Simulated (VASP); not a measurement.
# Ca (Im-3m) in VASP: a series of runs

Ca is run at these levels: PBE; tasks: density of states.

Everything below comes from runs of VASP 6.6.1. Logs are shortened: lines on timing, memory, paths and dates and some standing lists are left out, and cuts for length are marked.

### 1 The cell of the first run

Symmetry: Im-3m, No. 229, cubic system. Conventional cell: a = 3.310 Å, b = 3.310 Å, c = 3.310 Å, α = 90.00°, β = 90.00°, γ = 90.00°. Within 3.8 Å of Ca (site symmetry m-3m) lie 14 Ca at 2.87 to 3.31 Å.

### 2 Density of states, PBE (volume scaled by 0.43)

Input file POSCAR:

```
Ca
1.0
   -1.6550622004      1.6550622004      1.6550622004
    1.6550622004     -1.6550622004      1.6550622004
    1.6550622004      1.6550622004     -1.6550622004
Ca
1
Direct
    0.0000000000      0.0000000000      0.0000000000
```

Input file INCAR.step1:

```
PREC = Accurate
ENCUT = 520
EDIFF = 1E-7
ISMEAR = -1
SIGMA = 0.05
LREAL = F
LASPH = T
NELM = 100
ALGO = Normal
ISIF = 2
LWAVE = F
LCHARG = T
GGA = PE
NBANDS = 11
```

Input file KPOINTS.step1:

```
regular mesh
0
Gamma
  12 12 12
```

Input file INCAR.step2:

```
PREC = Accurate
ENCUT = 520
EDIFF = 1E-7
ISMEAR = -5
SIGMA = 0.05
LREAL = F
LASPH = T
NELM = 100
ALGO = Normal
ISIF = 2
LWAVE = F
LCHARG = F
GGA = PE
LORBIT = 11
NEDOS = 1001
ICHARG = 11
```

Input file KPOINTS.step2:

```
regular mesh
0
Gamma
  18 18 18
```

Potentials or basis: VASP PAW PBE potentials, release 64 (Ca_sv).

Run with:

```sh
$ cat potpaw_PBE.64/Ca_sv/POTCAR > POTCAR
$ cp INCAR.step1 INCAR
$ cp KPOINTS.step1 KPOINTS
$ mpirun -np 1 vasp_std > vasp.out
$ cp INCAR.step2 INCAR
$ cp KPOINTS.step2 KPOINTS
$ mpirun -np 1 vasp_std > vasp.out
```

OUTCAR:

```text
PREC = Accurate
   ENCUT = 520
   EDIFF = 1E-7
   ISMEAR = -5
   LREAL = F
   LASPH = T
   NELM = 100
   ISIF = 2
   GGA = PE
   LORBIT = 11
   ICHARG = 11

 ion  position               nearest neighbor table
   1  0.000  0.000  0.000-

  LATTYP: Found a body centered cubic cell.
 ALAT       =     3.3101244008

  Lattice vectors:

 A1 = (  -1.6550622004,   1.6550622004,   1.6550622004)
 A2 = (   1.6550622004,  -1.6550622004,   1.6550622004)
 A3 = (   1.6550622004,   1.6550622004,  -1.6550622004)

Analysis of symmetry for initial positions (statically):
=====================================================================
 Subroutine PRICEL returns:
 Original cell was already a primitive cell.

 Routine SETGRP: Setting up the symmetry group for a
 body centered cubic supercell.

 Subroutine GETGRP returns: Found 48 space group operations
 (whereof 48 operations were pure point group operations)
 out of a pool of 48 trial point group operations.

The static configuration has the point symmetry O_h .

Analysis of symmetry for dynamics (positions and initial velocities):
=====================================================================
 Subroutine PRICEL returns:
 Original cell was already a primitive cell.

 Routine SETGRP: Setting up the symmetry group for a
 body centered cubic supercell.

 Subroutine GETGRP returns: Found 48 space group operations
 (whereof 48 operations were pure point group operations)
 out of a pool of 48 trial point group operations.

The dynamic configuration has the point symmetry O_h .

 Subroutine INISYM returns: Found 48 space group operations
 (whereof 48 operations are pure point group operations),
 and found     1 'primitive' translations

----------------------------------------------------------------------------------------

                                     Primitive cell

  volume of cell :      18.1344

  direct lattice vectors                    reciprocal lattice vectors
    -1.655062200  1.655062200  1.655062200     0.000000000  0.302103450  0.302103450
     1.655062200 -1.655062200  1.655062200     0.302103450  0.000000000  0.302103450
     1.655062200  1.655062200 -1.655062200     0.302103450  0.302103450  0.000000000

  length of vectors
     2.866651821  2.866651821  2.866651821     0.427238796  0.427238796  0.427238796

  position of ions in fractional coordinates (direct lattice)
     0.000000000  0.000000000  0.000000000

  ion indices of the primitive-cell ions
   primitive index   ion index
                 1           1

----------------------------------------------------------------------------------------

 KPOINTS: regular mesh

Automatic generation of k-mesh.
 Grid dimensions read from file:
 generate k-points for:   18   18   18

 Generating k-lattice:

  Cartesian coordinates                     Fractional coordinates (reciprocal lattice)
     0.000000000  0.016783525  0.016783525     0.055555556  0.000000000  0.000000000
     0.016783525  0.000000000  0.016783525     0.000000000  0.055555556  0.000000000
     0.016783525  0.016783525  0.000000000     0.000000000  0.000000000  0.055555556

  Length of vectors
     0.023735489  0.023735489  0.023735489

  Shift w.r.t. Gamma in fractional coordinates (k-lattice)
     0.000000000  0.000000000  0.000000000

 TETIRR: Found   6794 inequivalent tetrahedra from    34992

 Subroutine IBZKPT returns following result:
 ===========================================

 Found    195 irreducible k-points:

 Following reciprocal coordinates:
            Coordinates               Weight
  0.000000  0.000000  0.000000      1.000000
  0.055556  0.000000  0.000000     12.000000
  0.111111  0.000000  0.000000     12.000000
  0.166667  0.000000  0.000000     12.000000
  0.222222  0.000000  0.000000     12.000000
  0.277778  0.000000  0.000000     12.000000
[... 16 lines left out ...]
  0.333333  0.111111  0.000000     48.000000
  0.388889  0.111111  0.000000     48.000000
 [... further k-points ...]
   k-points           NKPTS =    195   k-points in BZ     NKDIM =    195   number of bands    NBANDS=      9
   number of dos      NEDOS =   1001   number of ions     NIONS =      1
   total plane-waves  NPLWV =  13824
   dimension x,y,z NGX =    24 NGY =   24 NGZ =   24
   dimension x,y,z NGXF=    48 NGYF=   48 NGZF=   48
   ions per type =               1
   NGX,Y,Z   is equivalent  to a cutoff of  13.92, 13.92, 13.92 a.u.
   NGXF,Y,Z  is equivalent  to a cutoff of  27.84, 27.84, 27.84 a.u.
 SYSTEM =  unknown system
   PREC   = accura    normal or accurate (medium, high low for compatibility)
   ISTART =      0    job   : 0-new  1-cont  2-samecut
   ICHARG =     11    charge: 1-file 2-atom 10-const
   ISPIN  =      1    spin polarized calculation?
   LNONCOLLINEAR =      F non collinear calculations
   LSORBIT =      F    spin-orbit coupling
   LASPH  =      T    aspherical Exc in radial PAW
   ENCUT  =  520.0 eV  38.22 Ry    6.18 a.u.   5.33  5.33  5.33*2*pi/ulx,y,z
   NELM   =    100;   NELMIN=  2; NELMDL=  0     # of ELM steps
   EDIFF  = 0.1E-06   stopping-criterion for ELM
   LREAL  =      F    real-space projection
   EDIFFG = 0.1E-05   stopping-criterion for IOM
   NSW    =      0    number of steps for IOM
   IBRION =     -1    ionic relax: 0-MD 1-quasi-New 2-CG
   NFREE  =      0    steps in history (QN), initial steepest desc. (CG)
   ISIF   =      2    stress and relaxation
   ISYM   =      2    0-nonsym 1-usesym 2-fastsym
   POTIM  = 0.5000    time-step for ionic-motion
   TEBEG  =    0.0;   TEEND  =   0.0 temperature during run
   PSTRESS=    0.0 pullay stress
   NELECT =      10.0000    total number of electrons
   NUPDOWN=      -1.0000    fix difference up-down
   EMIN   =  10.00;   EMAX   =-10.00  energy-range for DOS
   EFERMI =   0.00;   METHOD = LEGACY
   ISMEAR =    -5;   SIGMA  =   0.05  broadening in eV -4-tet -1-fermi 0-gaus
   EFERMI_NEDOS =   21; number of points for ismear=-14 and -15
   IALGO  =     38    algorithm
   IMIX   =      4    mixing-type and parameters
     AMIX     =   0.40;   BMIX     =  1.00
     AMIX_MAG =   1.60;   BMIX_MAG =  1.00
  volume/ion in A,a.u.               =      18.13       122.38
  Fermi-wavevector in a.u.,A,eV,Ry     =   1.342478  2.536916 24.521062  1.802247
  Thomas-Fermi vector in A             =   2.470629
   LORBIT       =     11    0 simple, 1 ext, 2 COOP (PROOUT), +10 PAW based schemes
   GGA     = PE    functional components
   LHFCALC =     F    Hartree Fock is set to
   AEXX    =    0.0000 exact exchange contribution
   IVDW    =     0    specifies the selected vdW correction
   LEPSILON=     F    determine dielectric tensor
   LRPA    =     F    only Hartree local field effects (RPA)
 non-spin polarized calculation
 Fermi weights with tetrahedron method with Bloechl corrections
  energy-cutoff  :      520.00
  volume of cell :       18.13
 maximum number of plane-waves:       498
 NGX is ok and might be reduce to    24

 number of electron       9.9999999 magnetization

 Free energy of the ion-electron system (eV)
  ---------------------------------------------------
  ext. energy  EPLUGINS =         0.00000000
  ---------------------------------------------------
  free energy    TOTEN  =         0.18315135 eV

  energy without entropy =        0.18315135  energy(sigma->0) =        0.18315135

 E-fermi :   6.4419     XC(G=0): -10.9124

 val. band max:        6.5004343962   @ k =   0.1667   0.1667   0.1667
 cond. band min:       6.4742554101   @ k =  -0.3889  -0.3889   0.0556
 fundamental gap:     -0.0261789862
 Fermi energy:         6.4419378643

 k-point     1 :       0.0000    0.0000    0.0000
  band No.  band energies     occupation
      1     -34.2300      2.00000
      2     -14.2200      2.00000
      3     -14.2200      2.00000
      4     -14.2200      2.00000
      5       1.9866      2.00000
      6       9.8944      0.00000
      7       9.8944      0.00000
      8       9.8944      0.00000
      9      12.2354      0.00000

 k-point     2 :       0.0556    0.0000    0.0000
  band No.  band energies     occupation
      1     -34.2167      2.00000
      2     -14.2862      2.00000
      3     -14.2375      2.00000
      4     -14.2213      2.00000
      5       2.1178      2.00000
      6       9.8036      0.00000
      7       9.8566      0.00000
      8      10.0080      0.00000
      9      12.1511      0.00000

 k-point     3 :       0.1111    0.0000    0.0000
  band No.  band energies     occupation
      1     -34.1783      2.00000
      2     -14.4731      2.00000
      3     -14.2872      2.00000
      4     -14.2246      2.00000
      5       2.4936      2.00000
      6       9.5544      0.00000
      7       9.6948      0.00000
      8      10.3434      0.00000
      9      11.8442      0.00000

 k-point     4 :       0.1667    0.0000    0.0000
  band No.  band energies     occupation
      1     -34.1188      2.00000
      2     -14.7499      2.00000
      3     -14.3624      2.00000
      4     -14.2298      2.00000
      5       3.0595      2.00000
      6       9.2030      0.00000
      7       9.3411      0.00000
      8      10.8838      0.00000
      9      11.7176      0.00000
[... 205 lines left out ...]
 k-point    22 :       0.2778    0.1111    0.0000
  band No.  band energies     occupation
      1     -33.8683      2.00000
      2     -15.7019      2.00000
      3     -14.6900      2.00000
      4     -14.3250      2.00000
      5       5.0972      2.00000
      6       7.9805      0.00000
      7       8.3583      0.00000
      8      11.9105      0.00000
      9      12.9844      0.00000

 k-point    23 :       0.3333    0.1111    0.0000
  band No.  band energies     occupation
      1     -33.8088      2.00000
      2     -15.9049      2.00000
      3     -14.7785      2.00000
      4     -14.3330      2.00000
      5       5.2532      2.00000
      6       7.8280      0.00000
      7       8.5774      0.00000
      8      12.1583      0.00000
      9      13.1057      0.00000

 k-point    24 :       0.3889    0.1111    0.0000
  band No.  band energies     occupation
      1     -33.7695      2.00000
      2     -16.0351      2.00000
      3     -14.8359      2.00000
      4     -14.3381      2.00000
      5       5.2485      2.00000
      6       7.7170      0.00000
      7       8.9357      0.00000
      8      12.2863      0.00000
      9      13.2315      0.00000

 [... further k-points ...]

------------------------ aborting loop because EDIFF is reached ----------------------------------------

  FORCE on cell =-STRESS in cart. coord.  units (eV):
  Direction    XX          YY          ZZ          XY          YZ          ZX
  --------------------------------------------------------------------------------------
  -------------------------------------------------------------------------------------
  Total        5.5830081      5.5830081      5.5830081      0.0000000      0.0000000     -0.0000000
  in kB      493.2599922    493.2599922    493.2599922      0.0000000      0.0000000     -0.0000000
  external PRESSURE =     493.2599922 kB  Pullay stress =       0.0000000 kB

 VOLUME and BASIS-vectors are now :
 -----------------------------------------------------------------------------
  energy-cutoff  :      520.00
  volume of cell :       18.13
      direct lattice vectors                 reciprocal lattice vectors
    -1.655062200  1.655062200  1.655062200     0.000000000  0.302103450  0.302103450
     1.655062200 -1.655062200  1.655062200     0.302103450  0.000000000  0.302103450
     1.655062200  1.655062200 -1.655062200     0.302103450  0.302103450  0.000000000

 POSITION                                       TOTAL-FORCE (eV/Angst)
 -----------------------------------------------------------------------------------
      0.00000      0.00000      0.00000        -0.000000     -0.000000      0.000000
 -----------------------------------------------------------------------------------
    total drift:                               -0.000000      0.000000     -0.000000

  FREE ENERGIE OF THE ION-ELECTRON SYSTEM (eV)
  ---------------------------------------------------
  free  energy   TOTEN  =         0.1831513494 eV

  energy  without entropy=        0.1831513494  energy(sigma->0) =        0.18315135

 total charge

# of ion       s       p       d       tot
------------------------------------------
    1        2.164   5.818   0.582   8.564
```

Run time: 39 s. Hardware: 1 thread of AMD EPYC 7R43 (Zen 3), shared host; peak memory 0.13 GiB.

What came out:

```
Valence electrons inside the program's atomic spheres : Ca 8.56
```

Levels at points of the mesh, in eV from the Fermi level:
```tsv
k point	band 2	band 3	band 4	band 5	band 6	band 7	band 8	band 9
(0.00, 0.00, 0.00)	-20.66	-20.66	-20.66	-4.46	3.45	3.45	3.45	5.79
(0.50, 0.00, 0.00)	-22.60	-21.21	-20.70	-1.57	1.21	3.13	6.04	6.66
(0.50, 0.50, 0.50)	-21.88	-21.88	-21.88	-1.65	-1.65	8.08	8.08	8.08
```

Caveat: tetrahedron occupations give inexact forces and stress in metals.

(Continued in part 2 of 2.)
